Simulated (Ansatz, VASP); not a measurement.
## SnSe: VASP beside Ansatz

```xyz
4
Lattice="4.2853 0.0000 0.0000 0.0000 4.2853 0.0000 0.0000 0.0000 10.9907" Properties=species:S:1:pos:R:3 pbc="T T T"
Sn    2.1427    0.0000    4.0911
Sn    0.0000    2.1427    6.8996
Se    2.1427    0.0000    6.7707
Se    0.0000    2.1427    4.2200
```

Alike in both runs: task single point; functional LDA; k mesh 8 × 8 × 4; occupations gaussian, width 0.05 eV; no spin polarisation.

```csv
,VASP,Ansatz
version,VASP 6.6.1,Ansatz 0.2.0
potentials or method,"VASP PAW LDA potentials, release 64 (Sn_d, Se), cutoff 520 eV","scalar-relativistic, plane waves, PAW"
valence electrons in the cell,40,60
```

Ansatz gave:

| Quantity | Value |
| --- | --- |
| gap on the k mesh at the Fermi level (eV) | 0.97 |
| least direct gap on the mesh (eV) | 0.97 |
| rms of the force components (eV/Å) | 0.101 |

Task: Which values does VASP return?

Result: gap on the k mesh at the Fermi level (eV): 0.96; least direct gap on the mesh (eV): 0.96; rms of the force components (eV/Å): 0.090.

LDA's correlation is that of Perdew and Zunger in VASP and of Perdew and Wang (1992) in Ansatz. Atom by atom the forces differ by 0.013 eV/Å (rms over components). VASP's potentials hold 40 valence electrons a cell and Ansatz's 60, so a difference there can come from the potentials and not from the codes.
